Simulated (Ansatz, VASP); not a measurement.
## Tl in VASP and in Ansatz

```
Tl
1.0
    -1.94100    1.94100    1.94100
     1.94100   -1.94100    1.94100
     1.94100    1.94100   -1.94100
Tl
1
Cartesian
  0.2250 0.0000 0.0000
```

Change from the starting cell: one atom moved.

Alike in both runs: task single point; functional PBE; k mesh 14 × 14 × 14; occupations gaussian, width 0.1 eV; no spin polarisation.

```csv
,VASP,Ansatz
version,VASP 6.6.1,Ansatz 0.2.0
potentials or method,"VASP PAW PBE potentials, release 64 (Tl_d), cutoff 520 eV","scalar-relativistic, plane waves, PAW"
valence electrons in the cell,13,13
```

```csv
,VASP,Ansatz,Ansatz less VASP
gap on the k mesh at the Fermi level (eV),none,none,-
pressure (GPa),2.2,2.2,+0.07
```

A gap of «none» marks a metal or a gap that the smearing closes.

Spin-orbit coupling is off throughout.
